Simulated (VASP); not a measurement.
C:

```
C
1.0
     0.00000    1.79518    1.79518
     1.79518    0.00000    1.79518
     1.79518    1.79518    0.00000
C
2
Direct
  0.75000 0.75000 0.75000
  0.50000 0.50000 0.50000
```

Base run:

| Quantity | Value |
| --- | --- |
| Program | VASP 6.6.1 |
| Functional | PBE0 |
| Potentials or basis | VASP PAW PBE potentials, release 64 (C) |
| Cutoff | 520 eV |
| k mesh | 8 × 8 × 8 |
| Occupations | fermi-dirac, width 0.05 eV |
| Spin | no spin polarisation |

Its results: band gap on the k mesh 5.99 eV (least direct gap 7.65 eV); pressure -16.0 GPa.

Q: The run is repeated on the same cell with these changes: functional from PBE0 to HSE06; further incar settings from ALGO = Normal; EDIFF = 1e-07; NBANDS = 11 to ALGO = Normal; EDIFF = 1e-06; NBANDS = 11. What comes out?

A: Band gap on the k mesh 5.23 eV (least direct gap 6.91 eV); pressure -15.8 GPa.

Caveats: the cell stands under tension; the PAW data sets were made with another functional, which shifts forces and pressure a little.

A k mesh can miss the band edges.
